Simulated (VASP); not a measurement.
# Re (C2/m) in VASP: notebook, part 2 of 2

VASP 6.6.1. The steps go on from the part before.

### Step 3. Electric field gradients, r2SCAN (shortest bond scaled by 0.64)

Input file POSCAR:

```
Re
1.0
    2.7728322014      0.0000000000      0.0000000000
   -1.3864161007      2.4013431268      0.0000000000
    0.0000000000      0.0000000000      4.4919881662
Re
2
Direct
    0.2133333333      0.6066666667      0.1600000000
    0.7866666667      0.3933333333      0.8400000000
```

Input file INCAR.step1:

```
SYSTEM = Re
  PREC = Accurate
  ENCUT = 520
  ISMEAR = -1
  SIGMA = 0.05
  LREAL = .False.
  LASPH = .True.
  NELM = 60
  NBANDS = 14
  GGA = PE
  ALGO = Normal
  EDIFF = 1E-4
  LWAVE = .True.
  LCHARG = .False.
```

Input file INCAR.step2:

```
SYSTEM = Re
  PREC = Accurate
  ENCUT = 520
  EDIFF = 1E-8
  ISMEAR = -1
  SIGMA = 0.05
  LREAL = .False.
  LASPH = .True.
  NELM = 60
  ALGO = Normal
  ISIF = 2
  LWAVE = .False.
  LCHARG = .False.
  METAGGA = R2SCAN
  LMIXTAU = .True.
  LEFG = .True.
  NBANDS = 14
  ISTART = 1
```

Input file KPOINTS:

```
regular mesh
0
Gamma
  12 12 7
  0 0 0
```

Potentials or basis: VASP PAW PBE potentials, release 64 (Re).

On the command line:

```console
$ cat potpaw_PBE.64/Re/POTCAR > POTCAR
$ cp INCAR.step1 INCAR
$ mpirun -np 1 vasp_std > vasp.out
$ cp INCAR.step2 INCAR
$ mpirun -np 1 vasp_std > vasp.out
```

OUTCAR:

```text
SYSTEM = Re
   PREC = Accurate
   ENCUT = 520
   EDIFF = 1E-8
   ISMEAR = -1
   LREAL = .False.
   LASPH = .True.
   NELM = 60
   ISIF = 2
   METAGGA = R2SCAN
   ISTART = 1

 ion  position               nearest neighbor table
   1  0.213  0.607  0.160-   2 1.77   2 2.43   2 2.43   2 3.22   2 3.29   2 3.29
   2  0.787  0.393  0.840-   1 1.77   1 2.43   1 2.43   1 3.22   1 3.29   1 3.29

  LATTYP: Found a hexagonal cell.
 ALAT       =     2.7728322014
 C/A-ratio  =     1.6200000000

  Lattice vectors:

 A1 = (   2.7728322014,   0.0000000000,   0.0000000000)
 A2 = (  -1.3864161007,   2.4013431268,   0.0000000000)
 A3 = (   0.0000000000,   0.0000000000,   4.4919881662)

Analysis of symmetry for initial positions (statically):
=====================================================================
 Subroutine PRICEL returns:
 Original cell was already a primitive cell.

 Routine SETGRP: Setting up the symmetry group for a
[... 598 lines left out ...]
  volume of cell :       29.91
      direct lattice vectors                 reciprocal lattice vectors
     2.772832201  0.000000000  0.000000000     0.360642090  0.208216808  0.000000000
    -1.386416101  2.401343127  0.000000000     0.000000000  0.416433615  0.000000000
     0.000000000  0.000000000  4.491988166     0.000000000  0.000000000  0.222618574

 POSITION                                       TOTAL-FORCE (eV/Angst)
 -----------------------------------------------------------------------------------
     -0.24955      1.45681      0.71872         8.463692      4.886515     25.108503
      1.63597      0.94453      3.77327        -8.463692     -4.886515    -25.108503
 -----------------------------------------------------------------------------------
    total drift:                                0.000000      0.000000     -0.000000

  FREE ENERGIE OF THE ION-ELECTRON SYSTEM (eV)
  ---------------------------------------------------
  free  energy   TOTEN  =       -96.4204257109 eV

  energy  without entropy=      -96.4096697477  energy(sigma->0) =      -96.41504773

 Electric field gradients (V/A^2)
---------------------------------------------------------------------
 ion       V_xx      V_yy      V_zz      V_xy      V_xz      V_yz
---------------------------------------------------------------------
   1    -165.592  -265.379   430.971    86.419   326.479   188.493
   2    -165.592  -265.379   430.971    86.419   326.479   188.493
---------------------------------------------------------------------

 Electric field gradients after diagonalization (V/A^2)
 (convention: |V_zz| > |V_xx| > |V_yy|)
----------------------------------------------------------------------
 ion       V_xx      V_yy      V_zz     asymmetry (V_yy - V_xx)/ V_zz
----------------------------------------------------------------------
   1    -315.273  -308.014   623.287       0.012
   2    -315.273  -308.014   623.287       0.012
----------------------------------------------------------------------

           NMR quadrupolar parameters

 Cq : quadrupolar parameter    Cq=e*Q*V_zz/h
 eta: asymmetry parameters     (V_yy - V_xx)/ V_zz
 Q  : nuclear electric quadrupole moment in mb (millibarn)
----------------------------------------------------------------------
 ion       Cq(MHz)       eta       Q (mb)
----------------------------------------------------------------------
   1       1.507       0.012       1.000
   2       1.507       0.012       1.000
----------------------------------------------------------------------
```

OUTCAR.step1:

```text
SYSTEM = Re
   PREC = Accurate
   ENCUT = 520
   ISMEAR = -1
   LREAL = .False.
   LASPH = .True.
[... 630 lines left out ...]
     -0.24955      1.45681      0.71872         9.535555      5.505355     27.005259
      1.63597      0.94453      3.77327        -9.535555     -5.505355    -27.005259
 -----------------------------------------------------------------------------------
    total drift:                                0.000000      0.000000     -0.000000

  FREE ENERGIE OF THE ION-ELECTRON SYSTEM (eV)
  ---------------------------------------------------
  free  energy   TOTEN  =       -15.7549186581 eV

  energy  without entropy=      -15.7435314893  energy(sigma->0) =      -15.74922507
```

Run time: 3.5 min. Hardware: 1 thread of Intel Xeon 6975P-C (Granite Rapids), shared host; peak memory 0.24 GiB.

What came out:

| Property | Result |
| --- | --- |
| Free energy | -96.4204 eV |
| Pressure | 133.8 GPa |
| Largest force | 26.943 eV/Å |
| Band gap on the k mesh | zero (bands 7 and 8 overlap by 2.83 eV) |
| Largest electric field gradient by atom | Re +623.3 V/Å² |

Forces on the atoms (eV/Å):
```
Re    8.464   4.887  25.109
Re   -8.464  -4.887 -25.109
```

Stress tensor (GPa, compression positive):
```
137.29  47.62  61.53
 47.62  82.30  35.53
 61.53  35.53 181.93
```

Levels at points of the mesh, in eV from the Fermi level:
```tsv
k point	band 5	band 6	band 7	band 8	band 9	band 10
(0.00, 0.00, 0.00)	-5.23	-3.62	-1.96	0.75	2.81	2.93
(0.50, 0.00, 0.00)	-2.32	-1.69	-1.28	0.65	2.54	3.08
(0.00, 0.50, 0.00)	-1.88	-1.53	0.32	2.49	3.19	3.23
```

Electric field gradients, principal values (V/Å²):
```tsv
atom	least	middle	greatest (by size)
1 Re	-308.014	-315.273	623.287
2 Re	-308.014	-315.273	623.287
```

Caveat: the cell differs from its parent crystal (shortest bond scaled by 0.64); atoms lie so close that the PAW spheres overlap strongly, which falsifies energies and pressures; the stress differs along the axes, from 82 to 182 GPa; without QUAD_EFG the Cq values of the log hold for a quadrupole moment of 1 mb, not for the nuclei; the PAW data sets were made with another functional, which shifts forces and pressure a little; spin-orbit coupling is left out, which moves the levels of the heavy elements.

### Step 4. Electric field gradients, r2SCAN (shortest bond scaled by 0.58)

Input file POSCAR:

```
Re
1.0
    2.7728322014      0.0000000000      0.0000000000
   -1.3864161007      2.4013431268      0.0000000000
    0.0000000000      0.0000000000      4.4919881662
Re
2
Direct
    0.1933333333      0.5966666667      0.1450000000
    0.8066666667      0.4033333333      0.8550000000
```

Input file INCAR.step1:

```
  PREC = Accurate
  ENCUT = 520
  ISMEAR = -1
  SIGMA = 0.05
  LREAL = F
  LASPH = T
  NELM = 80
  NBANDS = 14
  GGA = PE
  ALGO = Normal
  EDIFF = 1E-4
  LWAVE = T
  LCHARG = F
```

Input file INCAR.step2:

```
  PREC = Accurate
  ENCUT = 520
  EDIFF = 1E-8
  ISMEAR = -1
  SIGMA = 0.05
  LREAL = F
  LASPH = T
  NELM = 80
  ALGO = Normal
  ISIF = 2
  LWAVE = F
  LCHARG = F
  METAGGA = R2SCAN
  LMIXTAU = T
  LEFG = T
  NBANDS = 14
  ISTART = 1
```

Input file KPOINTS:

```
Automatic mesh
0
Gamma
  12 12 7
```

Potentials or basis: VASP PAW PBE potentials, release 64 (Re).

On the command line:

```console
$ cat potpaw_PBE.64/Re/POTCAR > POTCAR
$ cp INCAR.step1 INCAR
$ mpirun -np 1 vasp_std > vasp.out
$ cp INCAR.step2 INCAR
$ mpirun -np 1 vasp_std > vasp.out
```

OUTCAR:

```text
PREC = Accurate
   ENCUT = 520
   EDIFF = 1E-8
   ISMEAR = -1
   LREAL = F
   LASPH = T
   NELM = 80
   ISIF = 2
   METAGGA = R2SCAN
   ISTART = 1

 ion  position               nearest neighbor table
   1  0.193  0.597  0.145-   2 1.60   2 2.41   2 2.41   2 3.20   2 3.20   2 3.32
   2  0.807  0.403  0.855-   1 1.60   1 2.41   1 2.41   1 3.20   1 3.20   1 3.32

 -----------------------------------------------------------------------------
|                                                                             |
|           W    W    AA    RRRRR   N    N  II  N    N   GGGG   !!!           |
[... 643 lines left out ...]
  energy  without entropy=      -91.4275056333  energy(sigma->0) =      -91.43337781

 Electric field gradients (V/A^2)
---------------------------------------------------------------------
 ion       V_xx      V_yy      V_zz      V_xy      V_xz      V_yz
---------------------------------------------------------------------
   1    -183.908  -374.050   557.958   164.668   427.259   246.678
   2    -183.908  -374.050   557.958   164.668   427.259   246.678
---------------------------------------------------------------------

 Electric field gradients after diagonalization (V/A^2)
 (convention: |V_zz| > |V_xx| > |V_yy|)
----------------------------------------------------------------------
 ion       V_xx      V_yy      V_zz     asymmetry (V_yy - V_xx)/ V_zz
----------------------------------------------------------------------
   1    -469.121  -355.342   824.464       0.138
   2    -469.121  -355.342   824.464       0.138
----------------------------------------------------------------------

           NMR quadrupolar parameters

 Cq : quadrupolar parameter    Cq=e*Q*V_zz/h
 eta: asymmetry parameters     (V_yy - V_xx)/ V_zz
 Q  : nuclear electric quadrupole moment in mb (millibarn)
----------------------------------------------------------------------
 ion       Cq(MHz)       eta       Q (mb)
----------------------------------------------------------------------
   1       1.994       0.138       1.000
   2       1.994       0.138       1.000
----------------------------------------------------------------------
```

OUTCAR.step1:

```text
PREC = Accurate
   ENCUT = 520
   ISMEAR = -1
   LREAL = F
   LASPH = T
   NELM = 80
[... 643 lines left out ...]
 -----------------------------------------------------------------------------------
     -0.29115      1.43280      0.65134        15.887005      9.172366     35.504292
      1.67756      0.96854      3.84065       -15.887005     -9.172366    -35.504292
 -----------------------------------------------------------------------------------
    total drift:                                0.000000     -0.000000     -0.000000

  FREE ENERGIE OF THE ION-ELECTRON SYSTEM (eV)
  ---------------------------------------------------
  free  energy   TOTEN  =       -10.2565571902 eV

  energy  without entropy=      -10.2441145719  energy(sigma->0) =      -10.25033588
```

Wall time 2.9 min (1 thread of Intel Xeon 6975P-C (Granite Rapids), shared host); peak memory 0.24 GiB.

What came out:

```
Free energy                             : -91.4392 eV
Pressure                                : 172.1 GPa
Largest force                           : 35.858 eV/Å
Band gap on the k mesh                  : zero (bands 7 and 8 overlap by 3.38 eV)
Largest electric field gradient by atom : Re +824.5 V/Å²
```

Forces on the atoms (eV/Å):
```
Re   14.023   8.096  31.994
Re  -14.023  -8.096 -31.994
```

Levels at points of the mesh, in eV from the Fermi level:
| k point | band 3 | band 4 | band 5 | band 6 | band 7 | band 8 | band 9 | band 10 | band 11 | band 12 |
| --- | --- | --- | --- | --- | --- | --- | --- | --- | --- | --- |
| (0.00, 0.00, 0.00) | -7.31 | -6.36 | -6.36 | -3.69 | -3.09 | 1.99 | 2.11 | 3.37 | 6.68 | 8.10 |
| (0.50, 0.00, 0.00) | -5.76 | -5.65 | -2.34 | -2.12 | -0.72 | 0.20 | 1.61 | 1.82 | 7.18 | 7.28 |
| (0.00, 0.50, 0.00) | -6.94 | -4.68 | -2.38 | -1.62 | -0.91 | 2.25 | 3.10 | 4.14 | 6.34 | 8.40 |

Electric field gradients, principal values (V/Å²):
```csv
atom,least,middle,greatest (by size)
1 Re,-355.342,-469.121,824.464
2 Re,-355.342,-469.121,824.464
```

Caveat: the cell differs from its parent crystal (shortest bond scaled by 0.58); atoms lie so close that the PAW spheres overlap strongly, which falsifies energies and pressures; the stress differs along the axes, from 111 to 213 GPa; without QUAD_EFG the Cq values of the log hold for a quadrupole moment of 1 mb, not for the nuclei; the PAW data sets were made with another functional, which shifts forces and pressure a little; spin-orbit coupling is left out, which moves the levels of the heavy elements.

### Step 5. Summary

```tsv
cell	gap on the mesh (eV)	pressure (GPa)	largest force (eV/Å)
as given, shortest bond scaled by 0.76	none	55.4	11.13
as given, shortest bond scaled by 0.64	none	133.8	26.94
as given, shortest bond scaled by 0.58	none	172.1	35.86
```

Some of these runs hold the atoms at other places in the same cell, which the table doesn't show; runs alike in all that it shows share one row.

Alike in all rows: task electric field gradients; level r2SCAN; potentials or basis VASP PAW PBE potentials, release 64 (Re); no spin polarisation; k mesh 12 × 12 × 7; cutoff (eV) 520; smearing fermi-dirac 0.05 eV.

Caveats: atoms lie so close that the PAW spheres overlap strongly, which falsifies energies and pressures; the PAW data sets were made with another functional, which shifts forces and pressure a little; spin-orbit coupling is left out, which moves the levels of the heavy elements; the stress differs along the axes, from 35 to 77 GPa (at least some runs); the stress differs along the axes, from 82 to 182 GPa (at least some runs); the stress differs along the axes, from 111 to 213 GPa (at least some runs).

Absolute energies hang on the potentials; compare differences alone.
